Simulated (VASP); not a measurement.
# NaLa (P-6m2) in VASP: further runs

NaLa is run at these levels: PBE; tasks: single point.

All numbers are computed with VASP 6.6.1; they aren't measurements. Logs are shortened: lines on timing, memory, paths and dates and some standing lists are left out, and cuts for length are marked.

## 1. The cell of the first run

Symmetry: P-6m2, No. 187, hexagonal system. Conventional cell: a = 3.642 Å, b = 3.642 Å, c = 6.484 Å, α = 90.00°, β = 90.00°, γ = 120.00°. Within 4.8 Å of La (site symmetry -6m2) lie 6 La at 3.64 Å and 6 Na at 3.86 Å. Na (site symmetry -6m2) has 6 Na at 3.64 Å and 6 La at 3.86 Å within 4.8 Å.

## 2. Single point, PBE

Input file INCAR:

```
ALGO = Normal
EDIFF = 1E-6
ENCUT = 970
GGA = PE
GGA_COMPAT = F
ISIF = 2
ISMEAR = -1
LASPH = T
LCHARG = F
LMAXMIX = 6
LREAL = F
LWAVE = F
NBANDS = 17
NELM = 200
PREC = Accurate
SIGMA = 0.05
```

Input file KPOINTS:

```
k-points
0
Gamma
  7 7 4
```

Input file POSCAR:

```
NaLa
1.0
    3.6423132764      0.0000000000      0.0000000000
   -1.8211566381      3.1543358259      0.0000000000
    0.0000000000      0.0000000000      6.4837820000
La Na
1 1
Direct
    0.3333333333      0.6666666667      0.5000000000
    0.0000000000      0.0000000000      0.0000000000
```

Potentials or basis: VASP PAW PBE potentials, release 64 (La, Na_sv).

Command:

```console
> cat potpaw_PBE.64/La/POTCAR potpaw_PBE.64/Na_sv/POTCAR > POTCAR
> mpirun -np 1 vasp_std > vasp.out
```

OUTCAR:

```text
EDIFF = 1E-6
   ENCUT = 970
   GGA = PE
   ISIF = 2
   ISMEAR = -1
   LASPH = T
   LREAL = F
   NELM = 200
   PREC = Accurate

 ion  position               nearest neighbor table
   1  0.333  0.667  0.500-
   2  0.000  0.000  0.000-

  LATTYP: Found a hexagonal cell.
 ALAT       =     3.6423132764
 C/A-ratio  =     1.7801274926

  Lattice vectors:

 A1 = (   3.6423132764,   0.0000000000,   0.0000000000)
 A2 = (  -1.8211566381,   3.1543358259,   0.0000000000)
 A3 = (   0.0000000000,   0.0000000000,   6.4837820000)

Analysis of symmetry for initial positions (statically):
=====================================================================
 Subroutine PRICEL returns:
 Original cell was already a primitive cell.

 Routine SETGRP: Setting up the symmetry group for a
 hexagonal supercell.

 Subroutine GETGRP returns: Found 12 space group operations
 (whereof 12 operations were pure point group operations)
 out of a pool of 24 trial point group operations.

The static configuration has the point symmetry D_3h.

Analysis of symmetry for dynamics (positions and initial velocities):
=====================================================================
 Subroutine PRICEL returns:
 Original cell was already a primitive cell.

 Routine SETGRP: Setting up the symmetry group for a
 hexagonal supercell.

 Subroutine GETGRP returns: Found 12 space group operations
 (whereof 12 operations were pure point group operations)
 out of a pool of 24 trial point group operations.

The dynamic configuration has the point symmetry D_3h.

 Subroutine INISYM returns: Found 12 space group operations
 (whereof 12 operations are pure point group operations),
 and found     1 'primitive' translations

----------------------------------------------------------------------------------------

                                     Primitive cell

  volume of cell :      74.4927

  direct lattice vectors                    reciprocal lattice vectors
     3.642313276  0.000000000  0.000000000     0.274550793  0.158511974  0.000000000
    -1.821156638  3.154335826  0.000000000     0.000000000  0.317023949  0.000000000
     0.000000000  0.000000000  6.483782000     0.000000000  0.000000000  0.154230972

  length of vectors
     3.642313276  3.642313276  6.483782000     0.317023949  0.317023949  0.154230972

  position of ions in fractional coordinates (direct lattice)
     0.333333333  0.666666667  0.500000000
     0.000000000  0.000000000  0.000000000

  ion indices of the primitive-cell ions
   primitive index   ion index
                 1           1
                 2           2

----------------------------------------------------------------------------------------

 KPOINTS: k-points

Automatic generation of k-mesh.
 Grid dimensions read from file:
 generate k-points for:    7    7    4

 Generating k-lattice:

  Cartesian coordinates                     Fractional coordinates (reciprocal lattice)
     0.039221542  0.022644568  0.000000000     0.142857143 -0.000000000  0.000000000
     0.000000000  0.045289136  0.000000000     0.000000000  0.142857143  0.000000000
     0.000000000  0.000000000  0.038557743     0.000000000  0.000000000  0.250000000

  Length of vectors
     0.045289136  0.045289136  0.038557743

  Shift w.r.t. Gamma in fractional coordinates (k-lattice)
     0.000000000  0.000000000  0.000000000

 Subroutine IBZKPT returns following result:
 ===========================================

 Found     24 irreducible k-points:

 Following reciprocal coordinates:
            Coordinates               Weight
  0.000000  0.000000  0.000000      1.000000
  0.142857  0.000000  0.000000      6.000000
  0.285714  0.000000  0.000000      6.000000
  0.428571  0.000000  0.000000      6.000000
  0.142857  0.142857  0.000000      6.000000
  0.285714  0.142857  0.000000     12.000000
[... 16 lines left out ...]
  0.428571  0.142857  0.500000      6.000000
  0.285714  0.285714  0.500000      6.000000
   k-points           NKPTS =     24   k-points in BZ     NKDIM =     24   number of bands    NBANDS=     17
   number of dos      NEDOS =    301   number of ions     NIONS =      2
   total plane-waves  NPLWV = 112000
   dimension x,y,z NGX =    40 NGY =   40 NGZ =   70
   dimension x,y,z NGXF=    80 NGYF=   80 NGZF=  140
   ions per type =               1   1
   NGX,Y,Z   is equivalent  to a cutoff of  18.26, 18.26, 17.95 a.u.
   NGXF,Y,Z  is equivalent  to a cutoff of  36.51, 36.51, 35.90 a.u.
 SYSTEM =  unknown system
   PREC   = accura    normal or accurate (medium, high low for compatibility)
   ISTART =      0    job   : 0-new  1-cont  2-samecut
   ICHARG =      2    charge: 1-file 2-atom 10-const
   ISPIN  =      1    spin polarized calculation?
   LNONCOLLINEAR =      F non collinear calculations
   LSORBIT =      F    spin-orbit coupling
   LASPH  =      T    aspherical Exc in radial PAW
   ENCUT  =  970.0 eV  71.29 Ry    8.44 a.u.   9.25  9.25 16.47*2*pi/ulx,y,z
   NELM   =    200;   NELMIN=  2; NELMDL= -5     # of ELM steps
   EDIFF  = 0.1E-05   stopping-criterion for ELM
   LREAL  =      F    real-space projection
   EDIFFG = 0.1E-04   stopping-criterion for IOM
   NSW    =      0    number of steps for IOM
   IBRION =     -1    ionic relax: 0-MD 1-quasi-New 2-CG
   NFREE  =      0    steps in history (QN), initial steepest desc. (CG)
   ISIF   =      2    stress and relaxation
   ISYM   =      2    0-nonsym 1-usesym 2-fastsym
   POTIM  = 0.5000    time-step for ionic-motion
   TEBEG  =    0.0;   TEEND  =   0.0 temperature during run
   PSTRESS=    0.0 pullay stress
   NELECT =      20.0000    total number of electrons
   NUPDOWN=      -1.0000    fix difference up-down
   EMIN   =  10.00;   EMAX   =-10.00  energy-range for DOS
   EFERMI =   0.00;   METHOD = LEGACY
   ISMEAR =    -1;   SIGMA  =   0.05  broadening in eV -4-tet -1-fermi 0-gaus
   EFERMI_NEDOS =   21; number of points for ismear=-14 and -15
   IALGO  =     38    algorithm
   IMIX   =      4    mixing-type and parameters
     AMIX     =   0.40;   BMIX     =  1.00
     AMIX_MAG =   1.60;   BMIX_MAG =  1.00
  volume/ion in A,a.u.               =      37.25       251.35
  Fermi-wavevector in a.u.,A,eV,Ry     =   1.056121  1.995779 15.175819  1.115391
  Thomas-Fermi vector in A             =   2.191345
   LORBIT       =      0    0 simple, 1 ext, 2 COOP (PROOUT), +10 PAW based schemes
   GGA     = PE    functional components
   LHFCALC =     F    Hartree Fock is set to
   AEXX    =    0.0000 exact exchange contribution
   IVDW    =     0    specifies the selected vdW correction
   LEPSILON=     F    determine dielectric tensor
   LRPA    =     F    only Hartree local field effects (RPA)
 non-spin polarized calculation
  energy-cutoff  :      970.00
  volume of cell :       74.49
 maximum number of plane-waves:      5144
 NGX is ok and might be reduce to    40
   NGX = 19   NGY = 19   NGZ = 33

 number of electron      20.0000002 magnetization

 Free energy of the ion-electron system (eV)
  ---------------------------------------------------
  ext. energy  EPLUGINS =         0.00000000
  ---------------------------------------------------
  free energy    TOTEN  =        -5.88872752 eV

  energy without entropy =       -5.87561204  energy(sigma->0) =       -5.88216978

 E-fermi :   4.1948     XC(G=0):  -8.0552

 val. band max:        4.1917198131   @ k =   0.1429   0.1429   0.0000
 cond. band min:       4.2505120957   @ k =   0.0000   0.0000   0.5000
 fundamental gap:      0.0587922825
 Fermi energy:         4.1947611793

 k-point     1 :       0.0000    0.0000    0.0000
  band No.  band energies     occupation
      1     -48.3222      2.00000
      2     -28.9780      2.00000
      3     -20.2367      2.00000
      4     -20.2350      2.00000
      5     -20.2350      2.00000
      6     -12.7501      2.00000
[... 9 lines left out ...]
     16       5.8834      0.00000
     17       5.9089      0.00000

 k-point     2 :       0.1429    0.0000    0.0000
  band No.  band energies     occupation
      1     -48.3218      2.00000
      2     -28.9461      2.00000
      3     -20.2417      2.00000
      4     -20.2365      2.00000
      5     -20.2357      2.00000
      6     -12.7098      2.00000
[... 9 lines left out ...]
     16       5.8275      0.00000
     17       5.9775      0.00000

 k-point     3 :       0.2857    0.0000    0.0000
  band No.  band energies     occupation
      1     -48.3211      2.00000
      2     -28.8730      2.00000
      3     -20.2571      2.00000
      4     -20.2402      2.00000
      5     -20.2333      2.00000
      6     -12.7759      2.00000
[... 9 lines left out ...]
     16       5.8907      0.00000
     17       5.9278      0.00000

 k-point     4 :       0.4286    0.0000    0.0000
  band No.  band energies     occupation
      1     -48.3205      2.00000
      2     -28.8131      2.00000
      3     -20.2695      2.00000
      4     -20.2433      2.00000
      5     -20.2314      2.00000
      6     -13.1856      2.00000
[... 9 lines left out ...]
     16       5.9315      0.00000
     17       5.9716      0.00000
[... 343 lines left out ...]
      1     -48.3206      2.00000
      2     -28.8266      2.00000
      3     -20.2638      2.00000
      4     -20.2455      2.00000
      5     -20.2317      2.00000
      6     -12.9963      2.00000
[... 9 lines left out ...]
     16       5.9018      0.00000
     17       5.9922      0.00000

 k-point    23 :       0.4286    0.1429    0.5000
  band No.  band energies     occupation
      1     -48.3203      2.00000
      2     -28.7964      2.00000
      3     -20.2690      2.00000
      4     -20.2479      2.00000
      5     -20.2309      2.00000
      6     -13.1679      2.00000
[... 9 lines left out ...]
     16       5.9013      0.00000
     17       6.0490      0.00000

 k-point    24 :       0.2857    0.2857    0.5000
  band No.  band energies     occupation
      1     -48.3202      2.00000
      2     -28.7890      2.00000
      3     -20.2641      2.00000
      4     -20.2546      2.00000
      5     -20.2307      2.00000
      6     -13.0036      2.00000
[... 9 lines left out ...]
     16       5.8293      0.00000
     17       6.0827      0.00000

------------------------ aborting loop because EDIFF is reached ----------------------------------------

  FORCE on cell =-STRESS in cart. coord.  units (eV):
  Direction    XX          YY          ZZ          XY          YZ          ZX
  --------------------------------------------------------------------------------------
  -------------------------------------------------------------------------------------
  Total       -0.5291241     -0.5291241     -0.1029136     -0.0000000      0.0000000     -0.0000000
  in kB      -11.3803204    -11.3803204     -2.2134491     -0.0000000      0.0000000     -0.0000000
  external PRESSURE =      -8.3246966 kB  Pullay stress =       0.0000000 kB

 VOLUME and BASIS-vectors are now :
 -----------------------------------------------------------------------------
  energy-cutoff  :      970.00
  volume of cell :       74.49
      direct lattice vectors                 reciprocal lattice vectors
     3.642313276  0.000000000  0.000000000     0.274550793  0.158511974  0.000000000
    -1.821156638  3.154335826  0.000000000     0.000000000  0.317023949  0.000000000
     0.000000000  0.000000000  6.483782000     0.000000000  0.000000000  0.154230972

 POSITION                                       TOTAL-FORCE (eV/Angst)
 -----------------------------------------------------------------------------------
     -0.00000      2.10289      3.24189         0.000000     -0.000000      0.000000
      0.00000      0.00000      0.00000        -0.000000      0.000000      0.000000
 -----------------------------------------------------------------------------------
    total drift:                                0.000000     -0.000000     -0.000000

  FREE ENERGIE OF THE ION-ELECTRON SYSTEM (eV)
  ---------------------------------------------------
  free  energy   TOTEN  =        -5.8887275176 eV

  energy  without entropy=       -5.8756120429  energy(sigma->0) =       -5.88216978
```

Wall time 49 s (1 thread of Intel Xeon 6975P-C (Granite Rapids), shared host); peak memory 0.39 GiB.

Results:

```
Free energy            : -5.8887 eV
Pressure               : -0.8 GPa
Band gap on the k mesh : zero (bands 10 and 11 overlap by 0.66 eV)
```

Stress tensor (GPa, compression positive):
```
-1.14  0.00  0.00
 0.00 -1.14  0.00
 0.00  0.00 -0.22
```

Levels at points of the mesh, in eV from the Fermi level:
```tsv
k point	band 8	band 9	band 10	band 11	band 12	band 13
(0.00, 0.00, 0.00)	-16.15	-3.27	-1.21	0.74	1.07	1.59
(0.00, 0.00, 0.50)	-16.15	-2.36	-2.02	0.06	1.08	1.32
```

Caveat: spin-orbit coupling is left out, which moves the levels of the heavy elements.

## 3. Single point, PBE

This run uses another cell than the first one, of 36.51 Å³/atom.

Input file INCAR:

```
PREC = Accurate
ENCUT = 970
EDIFF = 1E-6
ISMEAR = -1
SIGMA = 0.05
LREAL = F
LASPH = T
NELM = 200
ALGO = Normal
ISIF = 2
LWAVE = F
LCHARG = F
GGA = PE
NBANDS = 17
GGA_COMPAT = F
LMAXMIX = 6
```

Input file KPOINTS:

```
regular mesh
0
Gamma
  7 7 4
```

Input file POSCAR:

```
NaLa
1.0
    3.6062507687      0.0000000000      0.0000000000
   -1.8031253843      3.1231047781      0.0000000000
    0.0000000000      0.0000000000      6.4837820000
La Na
1 1
Direct
    0.3333333333      0.6666666667      0.5000000000
    0.0000000000      0.0000000000      0.0000000000
```

Potentials or basis: VASP PAW PBE potentials, release 64 (La, Na_sv).

Command:

```console
> cat potpaw_PBE.64/La/POTCAR potpaw_PBE.64/Na_sv/POTCAR > POTCAR
> mpirun -np 1 vasp_std > vasp.out
```

OUTCAR:

```text
PREC = Accurate
   ENCUT = 970
   EDIFF = 1E-6
   ISMEAR = -1
   LREAL = F
   LASPH = T
   NELM = 200
   ISIF = 2
   GGA = PE

 ion  position               nearest neighbor table
   1  0.333  0.667  0.500-
   2  0.000  0.000  0.000-

  LATTYP: Found a hexagonal cell.
 ALAT       =     3.6062507687
 C/A-ratio  =     1.7979287675

  Lattice vectors:

[... 651 lines left out ...]
      6     -12.8767      2.00000
[... 9 lines left out ...]
     16       6.0139      0.00000
     17       6.2802      0.00000

------------------------ aborting loop because EDIFF is reached ----------------------------------------

  FORCE on cell =-STRESS in cart. coord.  units (eV):
  Direction    XX          YY          ZZ          XY          YZ          ZX
  --------------------------------------------------------------------------------------
  -------------------------------------------------------------------------------------
  Total       -0.3123365     -0.3123365      0.0119016     -0.0000000      0.0000000      0.0000000
  in kB       -6.8527106     -6.8527106      0.2611237     -0.0000000      0.0000000      0.0000000
  external PRESSURE =      -4.4814325 kB  Pullay stress =       0.0000000 kB

 VOLUME and BASIS-vectors are now :
 -----------------------------------------------------------------------------
  energy-cutoff  :      970.00
  volume of cell :       73.02
      direct lattice vectors                 reciprocal lattice vectors
     3.606250769  0.000000000  0.000000000     0.277296301  0.160097094  0.000000000
    -1.803125384  3.123104778  0.000000000     0.000000000  0.320194188  0.000000000
     0.000000000  0.000000000  6.483782000     0.000000000  0.000000000  0.154230972

 POSITION                                       TOTAL-FORCE (eV/Angst)
 -----------------------------------------------------------------------------------
     -0.00000      2.08207      3.24189        -0.000000      0.000000      0.000000
      0.00000      0.00000      0.00000         0.000000      0.000000      0.000000
 -----------------------------------------------------------------------------------
    total drift:                                0.000000     -0.000000     -0.000000

  FREE ENERGIE OF THE ION-ELECTRON SYSTEM (eV)
  ---------------------------------------------------
  free  energy   TOTEN  =        -5.8945509669 eV

  energy  without entropy=       -5.8812702390  energy(sigma->0) =       -5.88791060
```

stdout:

```text
POSCAR found type information on POSCAR LaNa
 POSCAR found :  2 types and       2 ions
 scaLAPACK will be used
 LDA part: xc-table for (Slater+PW92), standard interpolation
 POSCAR, INCAR and KPOINTS ok, starting setup
 FFT: planning ... GRIDC
 FFT: planning ... GRID_SOFT
 FFT: planning ... GRID
 WAVECAR not read
 entering main loop
```

Wall time 2.8 min (1 thread of Intel Xeon Platinum 8375C at 2.90GHz (Ice Lake), shared host); peak memory 0.39 GiB.

Results:

- Free energy: -5.8946 eV
- Pressure: -0.4 GPa
- Band gap on the k mesh: zero (bands 10 and 11 overlap by 0.68 eV)

Levels at points of the mesh, in eV from the Fermi level:
```
           k point  band 6  band 7  band 8  band 9  band 10  band 11  band 12  band 13  band 14  band 15
(0.00, 0.00, 0.00)  -16.91  -16.05  -16.05   -3.28    -1.22     0.76     1.10     1.64     1.66     1.66
(0.00, 0.00, 0.50)  -16.91  -16.05  -16.05   -2.34    -2.05     0.01     1.10     1.36     1.65     1.65
```

Caveat: spin-orbit coupling is left out, which moves the levels of the heavy elements.
